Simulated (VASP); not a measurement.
Input of a VASP 6.6.1 run:

INCAR

```
ALGO     = Normal         # electronic algorithm
EDIFF    = 1E-6           # SCF threshold, eV
ENCUT    = 520            # plane-wave cutoff, eV
GGA      = PS             # functional
ISIF     = 2              # what is computed and relaxed
ISMEAR   = 0              # smearing method
LASPH    = T              # aspherical terms in the spheres
LCHARG   = T              # write CHGCAR
LELF     = T              # ELF
LREAL    = F              # projectors in reciprocal space
LVHAR    = T            
LWAVE    = F              # write WAVECAR
NBANDS   = 11             # bands
NELM     = 60             # most SCF steps
PREC     = Accurate       # precision mode
SIGMA    = 0.15           # smearing width, eV
```

Contents of KPOINTS:

```
k-points
0
Gamma
  26 26 26
```

Contents of POSCAR:

```
Pt
1.0
   -1.6072847192      1.6072847192      1.6072847192
    1.6072847192     -1.6072847192      1.6072847192
    1.6072847192      1.6072847192     -1.6072847192
Pt
1
Direct
    0.0000000000      0.0000000000      0.0000000000
```

Potentials or basis: VASP PAW PBE potentials, release 64 (Pt).

Run with:

```sh
$ cat potpaw_PBE.64/Pt/POTCAR > POTCAR
$ mpirun -np 1 vasp_std > vasp.out
```

(1) Estimate the pressure.

(2) Predict the band gap on the k mesh.

## Answers

(1) -19.5 GPa.

(2) zero (band 5 reaches 10.08 eV, above the bottom of band 6 at 8.12 eV).

Caveat: the cell differs from its parent crystal (strain +0.030 along x and y, +0.030 along z); the PAW data sets were made with another functional, which shifts forces and pressure a little; spin-orbit coupling is left out, which moves the levels of the heavy elements.
